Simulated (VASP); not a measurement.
A run of VASP 6.6.1 is set up as follows.

File INCAR:

```
SYSTEM = Pt
PREC     = Accurate       ! precision mode
ENCUT    = 570            ! plane-wave cutoff, eV
EDIFF    = 1E-6           ! SCF threshold, eV
ISMEAR   = 0              ! smearing method
SIGMA    = 0.15           ! smearing width, eV
LREAL    = .FALSE.        ! projectors in reciprocal space
LASPH    = .TRUE.         ! aspherical terms in the spheres
NELM     = 120            ! most SCF steps
ALGO     = Normal         ! electronic algorithm
ISIF     = 2              ! what is computed and relaxed
LWAVE    = .FALSE.        ! write WAVECAR
LCHARG   = .TRUE.         ! write CHGCAR
GGA      = CA             ! functional
LELF     = .TRUE.         ! ELF
LVHAR    = .TRUE.       
NBANDS   = 15             ! bands
GGA_COMPAT= .FALSE.
```

File KPOINTS:

```
regular mesh
0
G
  22 22 22
  0 0 0
```

The input POSCAR:

```
Pt
1.0
   -2.4508516071      1.6941182727      1.6941182727
    1.6941182727     -2.4508516071      1.6941182727
    1.6941182727      1.6941182727     -2.4508516071
Pt
1
Direct
    0.0000000000      0.0000000000      0.0000000000
```

Potentials or basis: VASP PAW LDA potentials, release 64 (Pt_sv_GW).

Run with:

```console
$ cat potpaw_LDA.64/Pt_sv_GW/POTCAR > POTCAR
$ mpirun -np 1 vasp_std > vasp.out
```

Problem. Predict the band gap on the k mesh.

Solution. Zero (bands 9 and 10 overlap by 11.07 eV).

Problem. Predict the pressure.

Solution. 556.2 GPa.

Stress tensor (GPa, compression positive):
```
556.24 550.20 550.20
550.20 556.24 550.20
550.20 550.20 556.24
```

Caveat: atoms lie so close that the PAW spheres overlap strongly, which falsifies energies and pressures; the cell stands under pressure; spin-orbit coupling is left out, which moves the levels of the heavy elements.
